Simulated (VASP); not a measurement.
Input of a VASP 6.6.1 run:

Contents of INCAR:

```
SYSTEM = Cu
PREC = Accurate ; ENCUT = 520
EDIFF = 1E-6 ; ISMEAR = 0
SIGMA = 0.15 ; LREAL = .FALSE.
LASPH = .TRUE. ; NELM = 60
ALGO = Fast ; ISIF = 2
LWAVE = .FALSE. ; LCHARG = .FALSE.
GGA = PE ; NBANDS = 18
```

KPOINTS

```
regular mesh
0
G
  21 21 12
  0 0 0
```

POSCAR

```
Cu
1.0
    2.7252844251      0.0000000000      0.0000000000
   -1.3626422126      2.3601655447      0.0000000000
    0.0000000000      0.0000000000      3.9445766769
Cu
2
Direct
    0.3333333333      0.6666666667      0.2500000000
    0.6666666667      0.3333333333      0.7500000000
```

Potentials or basis: VASP PAW PBE potentials, release 64 (Cu).

Launch:

```console
$ cat potpaw_PBE.64/Cu/POTCAR > POTCAR
$ mpirun -np 1 vasp_std > vasp.out
```

(1) What does it give for the band gap on the k mesh?

(2) Estimate the pressure.

## Answers

(1) zero (bands 11 and 12 overlap by 5.16 eV).

(2) -4.5 GPa.

Caveat: the stress differs along the axes, from -9 to 4 GPa.
